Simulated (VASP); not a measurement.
# Mg (P6_3/mmc) in VASP: a series of runs

Aim: see how the results for Mg move with the level of theory and the settings. Levels: BLYP+D3(BJ), SVWN5, revPBE. Tasks: single point.

Everything below comes from runs of VASP 6.6.1. Logs are shortened: lines on timing, memory, paths and dates and some standing lists are left out, and cuts for length are marked.

## (1) The cell of the first run

It takes space group P6_3/mmc (No. 194, hexagonal). Conventional cell: a = 3.252 Å, b = 3.252 Å, c = 5.279 Å, α = 90.00°, β = 90.00°, γ = 120.00°. Within 4.3 Å of Mg (site symmetry -6m2) lie 12 Mg at 3.24 to 3.25 Å.

## (2) Single point, BLYP+D3(BJ)

Input file INCAR:

```
SYSTEM = Mg
  PREC = Accurate
  ENCUT = 520
  EDIFF = 1E-6
  ISMEAR = -1
  SIGMA = 0.05
  LREAL = .False.
  LASPH = .True.
  NELM = 80
  ALGO = Fast
  ISIF = 2
  LWAVE = .False.
  LCHARG = .True.
  GGA = B5
  ALDAX = 1.0
  AGGAX = 1.0
  AGGAC = 1.0
  ALDAC = 0.0
  IVDW = 12
  VDW_S6 = 1.0
  VDW_S8 = 2.6996
  VDW_A1 = 0.4298
  VDW_A2 = 4.2359
  LELF = .True.
  LVHAR = .True.
  NBANDS = 9
```

Input file KPOINTS:

```
regular mesh
0
Gamma
  10 10 5
  0 0 0
```

Input file POSCAR:

```
Mg
1.0
    3.2515324747      0.0000000000      0.0000000000
   -1.6257662373      2.8159097243      0.0000000000
    0.0000000000      0.0000000000      5.2788644417
Mg
2
Direct
    0.6666666667      0.3333333333      0.7500000000
    0.3333333333      0.6666666667      0.2500000000
```

Potentials or basis: VASP PAW PBE potentials, release 64 (Mg).

Started as:

```
> cat potpaw_PBE.64/Mg/POTCAR > POTCAR
> mpirun -np 1 vasp_std > vasp.out
```

OUTCAR:

```text
SYSTEM = Mg
   PREC = Accurate
   ENCUT = 520
   EDIFF = 1E-6
   ISMEAR = -1
   LREAL = .False.
   LASPH = .True.
   NELM = 80
   ISIF = 2
   GGA = B5
   IVDW = 12
 IVDW          = 12

 ion  position               nearest neighbor table
   1  0.667  0.333  0.750-   2 3.24   2 3.24   2 3.24   2 3.24   2 3.24   2 3.24
   2  0.333  0.667  0.250-   1 3.24   1 3.24   1 3.24   1 3.24   1 3.24   1 3.24

  LATTYP: Found a hexagonal cell.
 ALAT       =     3.2515324747
 C/A-ratio  =     1.6235004518

  Lattice vectors:

 A1 = (   3.2515324747,   0.0000000000,   0.0000000000)
 A2 = (  -1.6257662373,   2.8159097243,   0.0000000000)
 A3 = (   0.0000000000,   0.0000000000,   5.2788644417)

Analysis of symmetry for initial positions (statically):
=====================================================================
 Subroutine PRICEL returns:
 Original cell was already a primitive cell.

 Routine SETGRP: Setting up the symmetry group for a
 hexagonal supercell.

 Subroutine GETGRP returns: Found 24 space group operations
 (whereof 12 operations were pure point group operations)
 out of a pool of 24 trial point group operations.

The static configuration has the point symmetry D_3d.
 The point group associated with its full space group is D_6h.

Analysis of symmetry for dynamics (positions and initial velocities):
=====================================================================
 Subroutine PRICEL returns:
 Original cell was already a primitive cell.

 Routine SETGRP: Setting up the symmetry group for a
 hexagonal supercell.

 Subroutine GETGRP returns: Found 24 space group operations
 (whereof 12 operations were pure point group operations)
 out of a pool of 24 trial point group operations.

The dynamic configuration has the point symmetry D_3d.
 The point group associated with its full space group is D_6h.

 Subroutine INISYM returns: Found 24 space group operations
 (whereof 12 operations are pure point group operations),
 and found     1 'primitive' translations

----------------------------------------------------------------------------------------

                                     Primitive cell

  volume of cell :      48.3334

  direct lattice vectors                    reciprocal lattice vectors
     3.251532475  0.000000000  0.000000000     0.307547290  0.177562510  0.000000000
    -1.625766237  2.815909724  0.000000000     0.000000000  0.355125021  0.000000000
     0.000000000  0.000000000  5.278864442     0.000000000  0.000000000  0.189434681

  length of vectors
     3.251532475  3.251532475  5.278864442     0.355125021  0.355125021  0.189434681

  position of ions in fractional coordinates (direct lattice)
     0.666666667  0.333333333  0.750000000
     0.333333333  0.666666667  0.250000000

  ion indices of the primitive-cell ions
   primitive index   ion index
                 1           1
                 2           2

----------------------------------------------------------------------------------------

 KPOINTS: regular mesh

Automatic generation of k-mesh.
 Grid dimensions read from file:
 generate k-points for:   10   10    5

 Generating k-lattice:

  Cartesian coordinates                     Fractional coordinates (reciprocal lattice)
     0.030754729  0.017756251  0.000000000     0.100000000  0.000000000  0.000000000
     0.000000000  0.035512502  0.000000000     0.000000000  0.100000000  0.000000000
     0.000000000  0.000000000  0.037886936     0.000000000  0.000000000  0.200000000

  Length of vectors
     0.035512502  0.035512502  0.037886936

  Shift w.r.t. Gamma in fractional coordinates (k-lattice)
     0.000000000  0.000000000  0.000000000

 Subroutine IBZKPT returns following result:
 ===========================================

 Found     42 irreducible k-points:

 Following reciprocal coordinates:
            Coordinates               Weight
  0.000000  0.000000  0.000000      1.000000
  0.100000  0.000000  0.000000      6.000000
  0.200000  0.000000  0.000000      6.000000
  0.300000  0.000000  0.000000      6.000000
  0.400000  0.000000  0.000000      6.000000
  0.500000 -0.000000  0.000000      3.000000
[... 16 lines left out ...]
  0.300000  0.100000  0.200000     24.000000
  0.400000  0.100000  0.200000     24.000000
 [... further k-points ...]
   k-points           NKPTS =     42   k-points in BZ     NKDIM =     42   number of bands    NBANDS=      9
   number of dos      NEDOS =    301   number of ions     NIONS =      2
   total plane-waves  NPLWV =  23040
   dimension x,y,z NGX =    24 NGY =   24 NGZ =   40
   dimension x,y,z NGXF=    48 NGYF=   48 NGZF=   80
   ions per type =               2
   NGX,Y,Z   is equivalent  to a cutoff of  12.27, 12.27, 12.60 a.u.
   NGXF,Y,Z  is equivalent  to a cutoff of  24.54, 24.54, 25.19 a.u.
 SYSTEM =  Mg
   PREC   = accura    normal or accurate (medium, high low for compatibility)
   ISTART =      0    job   : 0-new  1-cont  2-samecut
   ICHARG =      2    charge: 1-file 2-atom 10-const
   ISPIN  =      1    spin polarized calculation?
   LNONCOLLINEAR =      F non collinear calculations
   LSORBIT =      F    spin-orbit coupling
   LASPH  =      T    aspherical Exc in radial PAW
   ENCUT  =  520.0 eV  38.22 Ry    6.18 a.u.   6.05  6.05  9.82*2*pi/ulx,y,z
   NELM   =     80;   NELMIN=  2; NELMDL= -5     # of ELM steps
   EDIFF  = 0.1E-05   stopping-criterion for ELM
   LREAL  =      F    real-space projection
   EDIFFG = 0.1E-04   stopping-criterion for IOM
   NSW    =      0    number of steps for IOM
   IBRION =     -1    ionic relax: 0-MD 1-quasi-New 2-CG
   NFREE  =      0    steps in history (QN), initial steepest desc. (CG)
   ISIF   =      2    stress and relaxation
   ISYM   =      2    0-nonsym 1-usesym 2-fastsym
   POTIM  = 0.5000    time-step for ionic-motion
   TEBEG  =    0.0;   TEEND  =   0.0 temperature during run
   PSTRESS=    0.0 pullay stress
   NELECT =       4.0000    total number of electrons
   NUPDOWN=      -1.0000    fix difference up-down
   EMIN   =  10.00;   EMAX   =-10.00  energy-range for DOS
   EFERMI =   0.00;   METHOD = LEGACY
   ISMEAR =    -1;   SIGMA  =   0.05  broadening in eV -4-tet -1-fermi 0-gaus
   EFERMI_NEDOS =   21; number of points for ismear=-14 and -15
   IALGO  =     68    algorithm
   IMIX   =      4    mixing-type and parameters
     AMIX     =   0.40;   BMIX     =  1.00
     AMIX_MAG =   1.60;   BMIX_MAG =  1.00
  volume/ion in A,a.u.               =      24.17       163.08
  Fermi-wavevector in a.u.,A,eV,Ry     =   0.713421  1.348170  6.924945  0.508969
  Thomas-Fermi vector in A             =   1.801054
   LORBIT       =      0    0 simple, 1 ext, 2 COOP (PROOUT), +10 PAW based schemes
   GGA     = B5    functional components
   LHFCALC =     F    Hartree Fock is set to
   AEXX    =    0.0000 exact exchange contribution
   IVDW    =    12    specifies the selected vdW correction
   LEPSILON=     F    determine dielectric tensor
   LRPA    =     F    only Hartree local field effects (RPA)
 non-spin polarized calculation
 RMM-DIIS sequential band-by-band and
  energy-cutoff  :      520.00
  volume of cell :       48.33
 maximum number of plane-waves:      1320
   NGX = 13   NGY = 13   NGZ = 19

 number of electron       4.0000000 magnetization

 Free energy of the ion-electron system (eV)
  ---------------------------------------------------
  ext. energy  EPLUGINS =         0.00000000
  ---------------------------------------------------
  free energy    TOTEN  =        -1.48451159 eV

  energy without entropy =       -1.47273446  energy(sigma->0) =       -1.47862303

 E-fermi :   2.8426     XC(G=0):  -7.8873

 val. band max:        2.8232256883   @ k =   0.3000   0.2000   0.2000
 cond. band min:       2.8591773532   @ k =   0.3000   0.0000   0.0000
 fundamental gap:      0.0359516648
 Fermi energy:         2.8426130319

 k-point     1 :       0.0000    0.0000    0.0000
  band No.  band energies     occupation
      1      -3.8913      2.00000
      2       1.2932      2.00000
      3       1.4933      2.00000
      4      13.3386      0.00000
      5      13.3386      0.00000
      6      13.4525      0.00000
      7      13.4525      0.00000
      8      14.3736      0.00000
      9      15.6540      0.00000

 k-point     2 :       0.1000    0.0000    0.0000
  band No.  band energies     occupation
      1      -3.7013      2.00000
      2       1.4672      2.00000
      3       1.6800      2.00000
      4      10.6746      0.00000
      5      11.9441      0.00000
      6      12.8103      0.00000
      7      15.0911      0.00000
      8      15.1305      0.00000
      9      15.2699      0.00000

 k-point     3 :       0.2000    0.0000    0.0000
  band No.  band energies     occupation
      1      -3.1334      2.00000
      2       1.9891      2.00000
      3       2.2316      1.99999
      4       7.7955      0.00000
      5      10.8180      0.00000
      6      11.4299      0.00000
      7      12.4662      0.00000
      8      13.2365      0.00000
      9      15.4197      0.00000

 k-point     4 :       0.3000    0.0000    0.0000
  band No.  band energies     occupation
      1      -2.1941      2.00000
      2       2.8592      0.83586
      3       3.0908      0.01387
      4       5.2300      0.00000
      5       9.7959      0.00000
      6       9.8796      0.00000
      7      10.0162      0.00000
      8      11.6271      0.00000
      9      14.7368      0.00000
[... 205 lines left out ...]
 k-point    22 :       0.2000    0.1000    0.2000
  band No.  band energies     occupation
      1      -2.3550      2.00000
      2       0.7942      2.00000
      3       4.8208      0.00000
      4       6.8008      0.00000
      5       8.4261      0.00000
      6       9.8107      0.00000
      7      11.4149      0.00000
      8      13.3560      0.00000
      9      13.4874      0.00000

 k-point    23 :       0.3000    0.1000    0.2000
  band No.  band energies     occupation
      1      -1.2377      2.00000
      2       1.8611      2.00000
      3       4.2051      0.00000
      4       5.9656      0.00000
      5       7.0988      0.00000
      6       8.0941      0.00000
      7      10.6214      0.00000
      8      11.4693      0.00000
      9      13.1716      0.00000

 k-point    24 :       0.4000    0.1000    0.2000
  band No.  band energies     occupation
      1       0.2295      2.00000
      2       2.0059      2.00000
      3       3.3871      0.00004
      4       5.0961      0.00000
      5       7.0218      0.00000
      6       7.8657      0.00000
      7       9.2516      0.00000
      8      10.6002      0.00000
      9      12.8812      0.00000

 [... further k-points ...]

------------------------ aborting loop because EDIFF is reached ----------------------------------------

 Edisp (eV)   -1.23842

 E8    (eV) :    -0.9144

  FORCE on cell =-STRESS in cart. coord.  units (eV):
  Direction    XX          YY          ZZ          XY          YZ          ZX
  --------------------------------------------------------------------------------------
  -------------------------------------------------------------------------------------
  Total      -1.57465    -1.57465    -1.15227    -0.00000     0.00000     0.00000
  in kB     -52.19720   -52.19720   -38.19598    -0.00000     0.00000     0.00000
  external pressure =      -47.53 kB  Pullay stress =        0.00 kB

 VOLUME and BASIS-vectors are now :
 -----------------------------------------------------------------------------
  energy-cutoff  :      520.00
  volume of cell :       48.33
      direct lattice vectors                 reciprocal lattice vectors
     3.251532475  0.000000000  0.000000000     0.307547290  0.177562510  0.000000000
    -1.625766237  2.815909724  0.000000000     0.000000000  0.355125021  0.000000000
     0.000000000  0.000000000  5.278864442     0.000000000  0.000000000  0.189434681

 POSITION                                       TOTAL-FORCE (eV/Angst)
 -----------------------------------------------------------------------------------
      1.62577      0.93864      3.95915         0.000000     -0.000000      0.000000
     -0.00000      1.87727      1.31972        -0.000000      0.000000      0.000000
 -----------------------------------------------------------------------------------
    total drift:                                0.000000     -0.000000      0.000000

  FREE ENERGIE OF THE ION-ELECTRON SYSTEM (eV)
  ---------------------------------------------------
  free  energy   TOTEN  =        -2.7229291252 eV

  energy  without entropy=       -2.7111519943  energy(sigma->0) =       -2.71704056
```

Run time: 35 s. Hardware: 1 thread of AMD EPYC 7R43 (Zen 3), shared host; peak memory 0.13 GiB.

What came out:

```yaml
Free_energy: -2.7229 eV
Pressure: -4.8 GPa
Band_gap_on_the_k_mesh: zero (band 2 reaches 3.51 eV, above the bottom of band 3 at 1.49 eV)
Dispersion_energy_per_atom: -0.619 eV
```

Caveat: the PAW data sets were made with another functional, which shifts forces and pressure a little; pairwise dispersion overbinds metals, which lowers pressure and volume.

## (3) Single point, SVWN5

This run uses another cell than the first one, of 23.24 Å³/atom, 0.962 times its volume.

Input file INCAR:

```
SYSTEM = Mg
PREC = Accurate ; ENCUT = 520
EDIFF = 1E-6 ; ISMEAR = -1
SIGMA = 0.05 ; LREAL = .FALSE.
LASPH = .TRUE. ; NELM = 100
ALGO = Normal ; ISIF = 2
LWAVE = .FALSE. ; LCHARG = .FALSE.
GGA = VW ; NBANDS = 9
```

Input file KPOINTS:

```
regular mesh
0
G
  10 10 5
  0 0 0
```

Input file POSCAR:

```
Mg
1.0
    3.2093000000      0.0000000000      0.0000000000
   -1.6046500000      2.7793353284      0.0000000000
    0.0000000000      0.0000000000      5.2103000000
Mg
2
Direct
    0.6666666667      0.3333333333      0.7500000000
    0.3333333333      0.6666666667      0.2500000000
```

Potentials or basis: VASP PAW PBE potentials, release 64 (Mg).

Started as:

```
> cat potpaw_PBE.64/Mg/POTCAR > POTCAR
> mpirun -np 1 vasp_std > vasp.out
```

It took 14 s on 1 thread of AMD EPYC 7R43 (Zen 3), shared host; peak memory 0.11 GiB.

The run converged. Its results:

```
Free energy            : -3.5060 eV
Pressure               : -2.3 GPa
Band gap on the k mesh : zero (band 2 reaches 3.08 eV, above the bottom of band 3 at 1.11 eV)
```

Stress tensor (GPa, compression positive):
```
-2.78  0.00  0.00
 0.00 -2.78  0.00
 0.00  0.00 -1.48
```

Levels at points of the mesh, in eV from the Fermi level:
```tsv
k point	band 1	band 2	band 3	band 4	band 5
(0.00, 0.00, 0.00)	-6.90	-1.65	-1.30	10.80	10.80
(0.50, 0.00, 0.00)	-2.16	-2.12	2.61	3.03	3.18
```

Caveat: the PAW data sets were made with another functional, which shifts forces and pressure a little.

(Part 1 of 2 ends here.)
